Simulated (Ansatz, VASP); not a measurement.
## Ni: VASP beside Ansatz

File INCAR:

```
PREC = Accurate ; ENCUT = 520
EDIFF = 1E-7 ; ISMEAR = -1
SIGMA = 0.1 ; LREAL = False
LASPH = True ; NELM = 150
ALGO = Normal ; ISIF = 2
LWAVE = False ; LCHARG = True
ISPIN = 2 ; MAGMOM = 1
LORBIT = 11 ; LMAXMIX = 4
LDIPOL = True ; IDIPOL = 3
DIPOL = 0.5 0.5 0.500 ; GGA = PE
LELF = True ; LVHAR = True
LVACPOTAV = True ; NBANDS = 15
```

Contents of KPOINTS:

```
regular mesh
0
Gamma
  16 16 1
```

Contents of POSCAR:

```
Ni
1.0
    2.4893873964      0.0000000000      0.0000000000
    0.0000000000      2.4893873964      0.0000000000
    0.0000000000      0.0000000000     13.0000000000
Ni
1
Direct
    0.0000000000      0.0000000000      0.5000000000
```

Input for Ansatz:

```yaml
crystal:
  lattice:
    - [2.4893873964, 0.0, 0.0]
    - [0.0, 2.4893873964, 0.0]
    - [0.0, 0.0, 13.0]
  atoms:
    - { symbol: Ni, position: [0.0, 0.0, 0.5], spin: 1.0 }
magnetization:
  spin_polarized: true
kpoints:
  mp_grid: { grid: [16, 16, 1] }
scf:
  occupations: { method: fermi_dirac, width: 0.1 }
hamiltonian:
  xc: pbe
  pseudopotentials: { kind: all_electron, lapw: { basis_error: 0.001 } }
output:
  forces: true
  stress: true
  eigenvalues: true
efield:
  axis: 3
  amplitude: 0
  dipole_correction: true
```

Alike in both runs: task single point; functional PBE; k mesh 16 × 16 × 1; occupations fermi-dirac, width 0.1 eV; collinear spin.

|  | VASP | Ansatz |
| --- | --- | --- |
| version | VASP 6.6.1 | Ansatz 0.2.0 |
| potentials or method | VASP PAW PBE potentials, release 64 (Ni), cutoff 520 eV | all-electron LAPW, scalar-relativistic |

```csv
,VASP,Ansatz,Ansatz less VASP
net moment per atom (μB),0.96,0.98,+0.015
size of the moment on the site where the two differ most (μB),0.99,1.02,+0.032
```

Site moments also hang on the region over which each program counts them. Ansatz ran all-electron here, and VASP with PAW potentials.
